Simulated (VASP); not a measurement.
Wanted: the native input for a VASP 6.6.1 run.

- Task: relaxation of cell and atoms
- Functional: PBE
- Potentials or basis: VASP PAW PBE potentials, release 64 (Ta_pv, Pt, Se)
- Cutoff: 600 eV
- k mesh: 8 × 8 × 8
- Occupations: gaussian, width 0.1 eV
- Spin: no spin polarisation
- Dipole correction: no
- Further INCAR settings: ALGO = Normal; EDIFF = 1e-06; IBRION = 2; EDIFFG = -0.01; NSW = 100; ISIF = 3

The structure of TaPtSe4 lies in POSCAR:

```
TaPtSe4
1.0
    0.0000000000      3.8762232142      3.8762232142
    3.8762232142      0.0000000000      3.8762232142
    3.8762232142      3.8762232142      0.0000000000
Ta Pt Se
1 1 4
Direct
    0.7500000000      0.7500000000      0.7500000000
    0.0000000000      0.0000000000      0.0000000000
    0.3753074197      0.3753074197      0.8740777408
    0.8740777408      0.3753074197      0.3753074197
    0.3753074197      0.3753074197      0.3753074197
    0.3753074197      0.8740777408      0.3753074197
```

One way to write it, as run:

INCAR

```
  ALGO = Normal
  EDIFF = 1E-6
  EDIFFG = -0.01
  ENCUT = 600
  GGA = PE
  IBRION = 2
  ISIF = 3
  ISMEAR = 0
  LASPH = True
  LCHARG = False
  LREAL = False
  LWAVE = False
  NELM = 100
  NSW = 100
  PREC = Accurate
  SIGMA = 0.1
```

KPOINTS

```
k-points
0
Gamma
  8 8 8
```

Potentials or basis: VASP PAW PBE potentials, release 64 (Ta_pv, Pt, Se).

The run is started by

```sh
$ cat potpaw_PBE.64/Ta_pv/POTCAR potpaw_PBE.64/Pt/POTCAR potpaw_PBE.64/Se/POTCAR > POTCAR
$ mpirun -np 1 vasp_std > vasp.out
```

Results of the run:

```
Relaxed volume                         : 19.31 Å³/atom
Relaxed cell                           : a = 5.472 Å, b = 5.472 Å, c = 5.472 Å, α = 60.00°, β = 60.00°, γ = 60.00°
Space group after relaxing (to 0.05 Å) : F-43m (No. 216)
Energy gained by relaxing              : 0.3 meV/atom
Ionic steps                            : 5
Pressure after relaxing                : 0.0 GPa
Largest force after relaxing           : 0.003 eV/Å
```

It took 9.3 min on 1 thread of AMD EPYC 9R45 (Zen 5), on a shared host, peak memory 0.38 GiB.
